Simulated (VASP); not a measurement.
# Bi in VASP: single point with PBE

Aim: the single point of Bi with PBE.

Everything below comes from runs of VASP 6.6.1. Logs are shortened: lines on timing, memory, paths and dates and some standing lists are left out, and cuts for length are marked.

### 1 The cell of the first run

The cell holds a slab with vacuum, 4 atoms: a = 5.272 Å, b = 4.655 Å, c = 29.360 Å, α = 90.00°, β = 90.00°, γ = 90.00°.

### 2 Single point, PBE (strain +3.0%)

File INCAR:

```
SYSTEM = Bi
PREC = Accurate ; ENCUT = 520
EDIFF = 1E-6 ; ISMEAR = -1
SIGMA = 0.02 ; LREAL = .FALSE.
LASPH = .TRUE. ; NELM = 100
ALGO = Normal ; ISIF = 2
LWAVE = .FALSE. ; LCHARG = .TRUE.
LDIPOL = .TRUE. ; IDIPOL = 3
DIPOL = 0.5 0.5 0.324 ; GGA = PE
LELF = .TRUE. ; LVHAR = .TRUE.
LVACPOTAV = .TRUE. ; NBANDS = 38
```

File KPOINTS:

```
Automatic mesh
0
G
  6 6 1
  0 0 0
```

File POSCAR:

```
Bi
1.0
    5.2717979656      0.0000000000      0.0000000000
    0.0000000000      4.6552880131      0.0000000000
    0.0000000000      0.0000000000     29.3597916812
Bi
4
Direct
    0.0563923798      0.0000000000      0.3735162676
    0.4436076202      0.5000000000      0.3735162676
    0.5563923798      0.5000000000      0.2736272887
    0.9436076202      0.0000000000      0.2736272887
```

Potentials or basis: VASP PAW PBE potentials, release 64 (Bi_d).

Launch:

```sh
> cat potpaw_PBE.64/Bi_d/POTCAR > POTCAR
> mpirun -np 1 vasp_std > vasp.out
```

OUTCAR:

```text
SYSTEM = Bi
   PREC = Accurate
   ENCUT = 520
   EDIFF = 1E-6
   ISMEAR = -1
   LREAL = .FALSE.
   LASPH = .TRUE.
   NELM = 100
   ISIF = 2
   GGA = PE

 ion  position               nearest neighbor table
   1  0.056  0.000  0.374-   4 2.99   2 3.10   2 3.10
   2  0.444  0.500  0.374-   3 2.99   1 3.10   1 3.10
   3  0.556  0.500  0.274-   2 2.99   4 3.10   4 3.10
   4  0.944  0.000  0.274-   1 2.99   3 3.10   3 3.10

  LATTYP: Found a simple orthorhombic cell.
 ALAT       =     4.6552880131
 B/A-ratio  =     1.1324321827
 C/A-ratio  =     6.3067616007

  Lattice vectors:

 A1 = (   0.0000000000,  -4.6552880131,   0.0000000000)
 A2 = (   5.2717979656,   0.0000000000,   0.0000000000)
 A3 = (   0.0000000000,   0.0000000000,  29.3597916812)

Analysis of symmetry for initial positions (statically):
=====================================================================
 Subroutine PRICEL returns:
 Original cell was already a primitive cell.

 Routine SETGRP: Setting up the symmetry group for a
 simple orthorhombic supercell.

 Subroutine GETGRP returns: Found  8 space group operations
 (whereof  2 operations were pure point group operations)
 out of a pool of  8 trial point group operations.

The static configuration has the point symmetry C_1h.
 The point group associated with its full space group is D_2h.

Analysis of symmetry for dynamics (positions and initial velocities):
=====================================================================
 Subroutine PRICEL returns:
 Original cell was already a primitive cell.

 Routine SETGRP: Setting up the symmetry group for a
 simple orthorhombic supercell.

 Subroutine GETGRP returns: Found  8 space group operations
 (whereof  2 operations were pure point group operations)
 out of a pool of  8 trial point group operations.

The dynamic configuration has the point symmetry C_1h.
 The point group associated with its full space group is D_2h.

 Subroutine INISYM returns: Found  8 space group operations
 (whereof  2 operations are pure point group operations),
 and found     1 'primitive' translations

----------------------------------------------------------------------------------------

                                     Primitive cell

  volume of cell :     720.5403

  direct lattice vectors                    reciprocal lattice vectors
     5.271797966  0.000000000  0.000000000     0.189688605  0.000000000  0.000000000
     0.000000000  4.655288013  0.000000000     0.000000000  0.214809481  0.000000000
     0.000000000  0.000000000 29.359791681     0.000000000  0.000000000  0.034060187

  length of vectors
     5.271797966  4.655288013 29.359791681     0.189688605  0.214809481  0.034060187

  position of ions in fractional coordinates (direct lattice)
     0.056392380  0.000000000  0.373516268
     0.443607620  0.500000000  0.373516268
     0.556392380  0.500000000  0.273627289
     0.943607620  0.000000000  0.273627289

  ion indices of the primitive-cell ions
   primitive index   ion index
                 1           1
                 2           2
                 3           3
                 4           4

----------------------------------------------------------------------------------------

 KPOINTS: Automatic mesh

Automatic generation of k-mesh.
 Grid dimensions read from file:
 generate k-points for:    6    6    1

 Generating k-lattice:

  Cartesian coordinates                     Fractional coordinates (reciprocal lattice)
     0.031614767  0.000000000  0.000000000     0.166666667  0.000000000  0.000000000
     0.000000000  0.035801580  0.000000000     0.000000000  0.166666667  0.000000000
     0.000000000  0.000000000  0.034060187     0.000000000  0.000000000  1.000000000

  Length of vectors
     0.031614767  0.035801580  0.034060187

  Shift w.r.t. Gamma in fractional coordinates (k-lattice)
     0.000000000  0.000000000  0.000000000

 Subroutine IBZKPT returns following result:
 ===========================================

 Found     16 irreducible k-points:

 Following reciprocal coordinates:
            Coordinates               Weight
  0.000000  0.000000  0.000000      1.000000
  0.166667  0.000000  0.000000      2.000000
  0.333333  0.000000  0.000000      2.000000
  0.500000  0.000000  0.000000      1.000000
  0.000000  0.166667  0.000000      2.000000
  0.166667  0.166667  0.000000      4.000000
[... 8 lines left out ...]
  0.333333  0.500000  0.000000      2.000000
  0.500000  0.500000  0.000000      1.000000
   k-points           NKPTS =     16   k-points in BZ     NKDIM =     16   number of bands    NBANDS=     38
   number of dos      NEDOS =    301   number of ions     NIONS =      4
   total plane-waves  NPLWV = 322560
   dimension x,y,z NGX =    40 NGY =   36 NGZ =  224
   dimension x,y,z NGXF=    80 NGYF=   72 NGZF=  448
   ions per type =               4
   NGX,Y,Z   is equivalent  to a cutoff of  12.61, 12.86, 12.68 a.u.
   NGXF,Y,Z  is equivalent  to a cutoff of  25.23, 25.71, 25.37 a.u.
 SYSTEM =  Bi
   PREC   = accura    normal or accurate (medium, high low for compatibility)
   ISTART =      0    job   : 0-new  1-cont  2-samecut
   ICHARG =      2    charge: 1-file 2-atom 10-const
   ISPIN  =      1    spin polarized calculation?
   LNONCOLLINEAR =      F non collinear calculations
   LSORBIT =      F    spin-orbit coupling
   LASPH  =      T    aspherical Exc in radial PAW
   ENCUT  =  520.0 eV  38.22 Ry    6.18 a.u.   9.80  8.66 54.59*2*pi/ulx,y,z
   NELM   =    100;   NELMIN=  2; NELMDL= -5     # of ELM steps
   EDIFF  = 0.1E-05   stopping-criterion for ELM
   LREAL  =      F    real-space projection
   EDIFFG = 0.1E-04   stopping-criterion for IOM
   NSW    =      0    number of steps for IOM
   IBRION =     -1    ionic relax: 0-MD 1-quasi-New 2-CG
   NFREE  =      0    steps in history (QN), initial steepest desc. (CG)
   ISIF   =      2    stress and relaxation
   ISYM   =      2    0-nonsym 1-usesym 2-fastsym
   POTIM  = 0.5000    time-step for ionic-motion
   TEBEG  =    0.0;   TEEND  =   0.0 temperature during run
   PSTRESS=    0.0 pullay stress
   NELECT =      60.0000    total number of electrons
   NUPDOWN=      -1.0000    fix difference up-down
   EMIN   =  10.00;   EMAX   =-10.00  energy-range for DOS
   EFERMI =   0.00;   METHOD = LEGACY
   ISMEAR =    -1;   SIGMA  =   0.02  broadening in eV -4-tet -1-fermi 0-gaus
   EFERMI_NEDOS =   21; number of points for ismear=-14 and -15
   IALGO  =     38    algorithm
   IMIX   =      4    mixing-type and parameters
     AMIX     =   0.40;   BMIX     =  1.00
     AMIX_MAG =   1.60;   BMIX_MAG =  1.00
  volume/ion in A,a.u.               =     180.14      1215.61
  Fermi-wavevector in a.u.,A,eV,Ry     =   0.714890  1.350946  6.953496  0.511068
  Thomas-Fermi vector in A             =   1.802908
   LORBIT       =      0    0 simple, 1 ext, 2 COOP (PROOUT), +10 PAW based schemes
   GGA     = PE    functional components
   LHFCALC =     F    Hartree Fock is set to
   AEXX    =    0.0000 exact exchange contribution
   IVDW    =     0    specifies the selected vdW correction
   LEPSILON=     F    determine dielectric tensor
   LRPA    =     F    only Hartree local field effects (RPA)
 non-spin polarized calculation
  energy-cutoff  :      520.00
  volume of cell :      720.54
 maximum number of plane-waves:     19516
 NGX is ok and might be reduce to    40
   NGX = 19   NGY = 17   NGZ =109

 dipolmoment           0.000000      0.000000      0.000002 electrons x Angstroem

 number of electron      59.9999991 magnetization

 dipolmoment           0.000000      0.000000     -0.000001 electrons x Angstroem

 Free energy of the ion-electron system (eV)
  ---------------------------------------------------
  ext. energy  EPLUGINS =         0.00000000
  ---------------------------------------------------
  free energy    TOTEN  =       -15.04656721 eV

  energy without entropy =      -15.04656707  energy(sigma->0) =      -15.04656714

 E-fermi :  -1.9219     XC(G=0):  -2.3402

 val. band max:       -2.1850403801   @ k =   0.0000   0.0000   0.0000
 cond. band min:      -1.6625186586   @ k =   0.3333   0.0000   0.0000
 fundamental gap:      0.5225217215
 Fermi energy:        -1.9218703501

 k-point     1 :       0.0000    0.0000    0.0000
  band No.  band energies     occupation
      1     -24.7207      2.00000
      2     -24.7005      2.00000
      3     -24.6946      2.00000
      4     -24.6076      2.00000
      5     -24.5845      2.00000
      6     -24.5822      2.00000
[... 30 lines left out ...]
     37       2.0694      0.00000
     38       2.1147      0.00000

 k-point     2 :       0.1667    0.0000    0.0000
  band No.  band energies     occupation
      1     -24.7148      2.00000
      2     -24.6947      2.00000
      3     -24.6897      2.00000
      4     -24.6189      2.00000
      5     -24.5844      2.00000
      6     -24.5813      2.00000
[... 30 lines left out ...]
     37       1.9065      0.00000
     38       2.0478      0.00000

 k-point     3 :       0.3333    0.0000    0.0000
  band No.  band energies     occupation
      1     -24.6981      2.00000
      2     -24.6823      2.00000
      3     -24.6794      2.00000
      4     -24.6445      2.00000
      5     -24.5826      2.00000
      6     -24.5799      2.00000
[... 30 lines left out ...]
     37       2.1124      0.00000
     38       2.5091      0.00000

 k-point     4 :       0.5000    0.0000    0.0000
  band No.  band energies     occupation
      1     -24.6748      2.00000
      2     -24.6748      2.00000
      3     -24.6732      2.00000
      4     -24.6732      2.00000
      5     -24.5803      2.00000
      6     -24.5803      2.00000
[... 30 lines left out ...]
     37       2.8048      0.00000
     38       2.8049      0.00000
[... 375 lines left out ...]
      4     -24.5909      2.00000
      5     -24.5649      2.00000
      6     -24.5649      2.00000
[... 30 lines left out ...]
     37       2.9628      0.00000
     38       2.9628      0.00000

 k-point    15 :       0.3333    0.5000    0.0000
  band No.  band energies     occupation
      1     -24.7045      2.00000
      2     -24.7045      2.00000
      3     -24.6025      2.00000
      4     -24.6025      2.00000
      5     -24.5592      2.00000
      6     -24.5592      2.00000
[... 30 lines left out ...]
     37       2.6269      0.00000
     38       2.6269      0.00000

 k-point    16 :       0.5000    0.5000    0.0000
  band No.  band energies     occupation
      1     -24.7068      2.00000
      2     -24.7068      2.00000
      3     -24.6069      2.00000
      4     -24.6069      2.00000
      5     -24.5566      2.00000
      6     -24.5566      2.00000
[... 30 lines left out ...]
     37       3.2875      0.00000
     38       3.2875      0.00000

------------------------ aborting loop because EDIFF is reached ----------------------------------------

  FORCE on cell =-STRESS in cart. coord.  units (eV):
  Direction    XX          YY          ZZ          XY          YZ          ZX
  --------------------------------------------------------------------------------------
  -------------------------------------------------------------------------------------
  Total       -0.8909850     -1.4490824      0.9782722     -0.0000000      0.0000000     -0.0000000
  in kB       -1.9811743     -3.2221471      2.1752641     -0.0000000      0.0000000     -0.0000000
  external PRESSURE =      -1.0093525 kB  Pullay stress =       0.0000000 kB

 VOLUME and BASIS-vectors are now :
 -----------------------------------------------------------------------------
  energy-cutoff  :      520.00
  volume of cell :      720.54
      direct lattice vectors                 reciprocal lattice vectors
     5.271797966  0.000000000  0.000000000     0.189688605  0.000000000  0.000000000
     0.000000000  4.655288013  0.000000000     0.000000000  0.214809481  0.000000000
     0.000000000  0.000000000 29.359791681     0.000000000  0.000000000  0.034060187

 POSITION                                       TOTAL-FORCE (eV/Angst)
 -----------------------------------------------------------------------------------
      0.29729      0.00000     10.96636        -0.114520      0.000000      0.178690
      2.33861      2.32764     10.96636         0.114520     -0.000000      0.178690
      2.93319      2.32764      8.03364        -0.114520     -0.000000     -0.178690
      4.97451      0.00000      8.03364         0.114520      0.000000     -0.178690
 -----------------------------------------------------------------------------------
    total drift:                                0.000000     -0.000000     -0.000103

  FREE ENERGIE OF THE ION-ELECTRON SYSTEM (eV)
  ---------------------------------------------------
  free  energy   TOTEN  =       -15.0465672132 eV

  energy  without entropy=      -15.0465670662  energy(sigma->0) =      -15.04656714

 vacuum level on the upper side and lower side of the slab         1.991         1.991
```

Run time: 15 min. Hardware: 1 thread of Intel Xeon 8259CL, shared host; peak memory 0.8 GiB.

What came out:

* Free energy: -15.0466 eV
* Largest force: 0.212 eV/Å
* Band gap on the k mesh: 0.52 eV, indirect (least direct gap 0.53 eV)

Forces in eV/Å, atoms in the order of the input:
```
Bi  -0.115  0.000  0.179
Bi   0.115  0.000  0.179
Bi  -0.115  0.000 -0.179
Bi   0.115  0.000 -0.179
```

Caveat: the cell differs from its parent crystal (strain +3.0%); spin-orbit coupling is left out, which moves the levels of the heavy elements.
